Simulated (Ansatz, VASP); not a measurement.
**Mo in VASP and in Ansatz**

```
Mo
1.0
    -1.50121    1.50121    1.65923
     1.50121   -1.50121    1.65923
     1.50121    1.50121   -1.65923
Mo
1
Direct
  0.00000 0.00000 0.00000
```

Change from the starting cell: strain -0.050 along x and y, +0.050 along z, atoms carried along.

Alike in both runs: task single point; functional PBE; k mesh 26 × 26 × 26; occupations gaussian, width 0.15 eV; no spin polarisation.

|  | VASP | Ansatz |
| --- | --- | --- |
| version | VASP 6.6.1 | Ansatz 0.2.0 |
| potentials or method | VASP PAW PBE potentials, release 64 (Mo_sv), cutoff 520 eV | scalar-relativistic, plane waves, PAW |
| valence electrons in the cell | 14 | 14 |

```tsv
	VASP	Ansatz	Ansatz less VASP
gap on the k mesh at the Fermi level (eV)	none	none	-
pressure (GPa)	17.6	17.0	-0.64
traceless stress, the component that is largest in VASP (GPa)	-19.25	-19.28	-0.026
```

A gap of «none» marks a metal or a gap that the smearing closes.
